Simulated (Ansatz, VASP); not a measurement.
One calculation of MoS2, two programs

```xyz
3
Lattice="1.6160 0.9330 5.5660 -1.6160 0.9330 5.5660 0.0000 -1.8660 5.5660" Properties=species:S:1:pos:R:3 pbc="T T T"
Mo    0.0000    0.0000    0.0003
S     0.0000    0.0000   12.5826
S     0.0000    0.0000    9.6807
```

Alike in both runs: task single point; functional PBE; dispersion D3(BJ); k mesh 12 × 12 × 12; occupations gaussian, width 0.05 eV; no spin polarisation.

```csv
,VASP,Ansatz
version,VASP 6.6.1,Ansatz 0.2.0
potentials or method,"VASP PAW PBE potentials, release 64 (Mo_sv, S), cutoff 520 eV","scalar-relativistic, plane waves, PAW"
valence electrons in the cell,26,26
```

|  | VASP | Ansatz | Ansatz less VASP |
| --- | --- | --- | --- |
| gap on the k mesh at the Fermi level (eV) | none | none | - |
| pressure (GPa) | 5.3 | 5.5 | +0.18 |
| traceless stress, the component that is largest in VASP (GPa) | 11.99 | 12.01 | +0.014 |
| rms of the force components (eV/Å) | 0.765 | 0.775 | +0.0104 |

Atom by atom the forces differ by 0.010 eV/Å (rms over components). A gap of «none» marks a metal or a gap that the smearing closes.
